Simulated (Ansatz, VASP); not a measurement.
# Co: VASP beside Ansatz

```xyz
1
Lattice="0.0000 1.6869 1.6869 1.6869 0.0000 1.6869 1.6869 1.6869 0.0000" Properties=species:S:1:pos:R:3 pbc="T T T"
Co    0.0000    0.0000    0.0000
```

Alike in both runs: functional LDA; k mesh 8 × 8 × 8; occupations tetrahedron; no spin polarisation.

Ansatz relaxed the structure, and its values are those at the end. VASP's run is a single point on that final structure, the one shown.

|  | VASP | Ansatz |
| --- | --- | --- |
| version | VASP 6.6.1 | Ansatz 0.2.0 |
| potentials or method | VASP PAW LDA potentials, release 64 (Co), cutoff 520 eV | PAW plane waves |
| valence electrons in the cell | 9 | 17 |

VASP gave:

| Property | Result |
| --- | --- |
| gap on the k mesh at the Fermi level (eV) | none |
| pressure (GPa) | -1.0 |

Estimate Ansatz's values.

gap on the k mesh at the Fermi level (eV): none; pressure (GPa): 0.0.

LDA's correlation is that of Perdew and Zunger in VASP and of Perdew and Wang (1992) in Ansatz. A gap of «none» marks a metal or a gap that the smearing closes. VASP's potentials hold 9 valence electrons a cell and Ansatz's 17, so a difference there can come from the potentials and not from the codes. Ansatz's warnings: band table not solved further, forces under tetrahedra, tetrahedron derivatives may miss energy slope.

The k mesh is coarse, so the values compare programs but aren't converged.
